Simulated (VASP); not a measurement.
A run of VASP 6.6.1 is set up as follows.

File INCAR:

```
  PREC = Accurate
  ENCUT = 600
  EDIFF = 1E-6
  ISMEAR = 0
  SIGMA = 0.1
  LREAL = F
  LASPH = T
  NELM = 120
  ALGO = Normal
  ISIF = 2
  LWAVE = F
  LCHARG = T
  GGA = PE
  LELF = T
  LVHAR = T
  NBANDS = 36
  GGA_COMPAT = F
```

Contents of KPOINTS:

```
Automatic mesh
0
Gamma
  4 4 4
```

Contents of POSCAR:

```
Sc4SiN
1.0
    0.0000000000      4.4137508375      4.4137508375
    4.4137508375      0.0000000000      4.4137508375
    4.4137508375      4.4137508375      0.0000000000
Sc Si N
4 1 1
Direct
    0.6093807116      0.1302064295      0.1302064295
    0.1302064295      0.1302064295      0.1302064295
    0.1302064295      0.6093807116      0.1302064295
    0.1302064295      0.1302064295      0.6093807116
    0.5000000000      0.5000000000      0.5000000000
    0.0000000000      0.0000000000      0.0000000000
```

Potentials or basis: VASP PAW PBE potentials, release 64 (Sc_sv, Si, N).

Run with:

```console
$ cat potpaw_PBE.64/Sc_sv/POTCAR potpaw_PBE.64/Si/POTCAR potpaw_PBE.64/N/POTCAR > POTCAR
$ mpirun -np 1 vasp_std > vasp.out
```

**Question.** What does it give for the largest force?

**Answer.** 0.082 eV/Å.

**Question.** What does it give for the pressure?

**Answer.** 0.2 GPa.

Forces in eV/Å, atoms in the order of the input:
```
Sc   0.047 -0.047 -0.047
Sc   0.047  0.047  0.047
Sc  -0.047  0.047 -0.047
Sc  -0.047 -0.047  0.047
Si   0.000  0.000  0.000
N    0.000  0.000  0.000
```
